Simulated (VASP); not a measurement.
LiF:

```
CELL_PARAMETERS angstrom
0.00000 2.01482 1.98215
2.01482 0.00000 1.98215
2.01482 2.01482 0.00000
ATOMIC_POSITIONS crystal
Li 0.00000 0.00000 0.00000
F 0.50000 0.50000 0.50000
```

This cell differs from its parent crystal: epitaxial xy strain +1.0%.

Base run:

| Item | Value |
| --- | --- |
| Program | VASP 6.6.1 |
| Functional | r2SCAN |
| Potentials or basis | VASP PAW PBE potentials, release 64 (Li_sv, F) |
| Cutoff | 520 eV |
| k mesh | 10 × 10 × 10 |
| Occupations | gaussian, width 0.01 eV |
| Spin | no spin polarisation |

Its results: band gap on the k mesh 10.40 eV, direct.

Question: The run is repeated on the same cell with these changes: functional from r2SCAN to PBE; occupations from gaussian, width 0.01 eV to fermi-dirac, width 0.02 eV. What comes out?

Answer: Band gap on the k mesh 9.21 eV, direct.

A k mesh can miss the band edges.
